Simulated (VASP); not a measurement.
Here is a VASP 6.6.1 calculation.

Contents of INCAR:

```
SYSTEM = MgC2
PREC = Accurate
ENCUT = 520
EDIFF = 1E-6
ISMEAR = -1
SIGMA = 0.05
LREAL = .FALSE.
LASPH = .TRUE.
NELM = 100
ALGO = Normal
ISIF = 2
LWAVE = .FALSE.
LCHARG = .TRUE.
GGA = PE
LELF = .TRUE.
LVHAR = .TRUE.
NBANDS = 19
```

Contents of KPOINTS:

```
regular mesh
0
G
  5 5 5
  0 0 0
```

Contents of POSCAR:

```
MgC2
1.0
    3.9507770000      0.0000000000      0.0000000000
    0.0000000000      3.9507770000      0.0000000000
    0.0000000000      0.0000000000      5.0369598900
Mg C
2 4
Direct
    0.0000000000      0.0000000000      0.5000000000
    0.5000000000      0.5000000000      0.0000000000
    0.3876550000      0.6123450000      0.5000000000
    0.1123450000      0.1123450000      0.0000000000
    0.6123450000      0.3876550000      0.5000000000
    0.8876550000      0.8876550000      0.0000000000
```

Potentials or basis: VASP PAW PBE potentials, release 64 (Mg, C).

Launch:

```console
$ cat potpaw_PBE.64/Mg/POTCAR potpaw_PBE.64/C/POTCAR > POTCAR
$ mpirun -np 1 vasp_std > vasp.out
```

Q: Estimate the pressure.

A: -0.9 GPa.

Q: Estimate the band gap on the k mesh.

A: 2.70 eV, indirect (least direct gap 3.00 eV).

Q: Estimate the largest force.

A: 0.036 eV/Å.

Stress tensor (GPa, compression positive):
```
-0.74  0.00  0.00
 0.00 -0.74  0.00
 0.00  0.00 -1.21
```

A k mesh can miss the band edges.
